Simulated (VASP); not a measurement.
Set up this calculation in VASP 6.6.1, as the native input.

- Task: single point
- Functional: LDA
- Potentials or basis: VASP PAW LDA potentials, release 64 (B, As)
- Cutoff: 520 eV
- k mesh: 15 × 15 × 15
- Occupations: fermi-dirac, width 0.03 eV
- Spin: no spin polarisation
- Dipole correction: no
- Further INCAR settings: ALGO = Normal; EDIFF = 1e-07; NBANDS = 11

The structure of BAs lies in POSCAR:

```
BAs
1.0
    0.0000000000      2.4043183418      2.4043183418
    2.4043183418      0.0000000000      2.4043183418
    2.4043183418      2.4043183418      0.0000000000
B As
1 1
Direct
    0.0000000000      0.0000000000      0.0000000000
    0.7500000000      0.7500000000      0.7500000000
```

The input as run:

INCAR

```
PREC = Accurate ; ENCUT = 520
EDIFF = 1E-7 ; ISMEAR = -1
SIGMA = 0.03 ; LREAL = False
LASPH = True ; NELM = 80
ALGO = Normal ; ISIF = 2
LWAVE = False ; LCHARG = False
GGA = CA ; NBANDS = 11
```

KPOINTS

```
regular mesh
0
Gamma
  15 15 15
```

Potentials or basis: VASP PAW LDA potentials, release 64 (B, As).

Launch:

```sh
$ cat potpaw_LDA.64/B/POTCAR potpaw_LDA.64/As/POTCAR > POTCAR
$ mpirun -np 1 vasp_std > vasp.out
```

Results of the run:

```yaml
Pressure: -5.6 GPa
Band_gap_on_the_k_mesh: 1.14 eV (least direct gap 3.22 eV)
```

Caveat: the cell stands under tension; an odd mesh through Γ misses points on the zone boundary, where band edges can lie.

Run time: 43 s on 1 thread of Intel Xeon 8259CL, with other jobs on the host, peak memory 0.17 GiB.
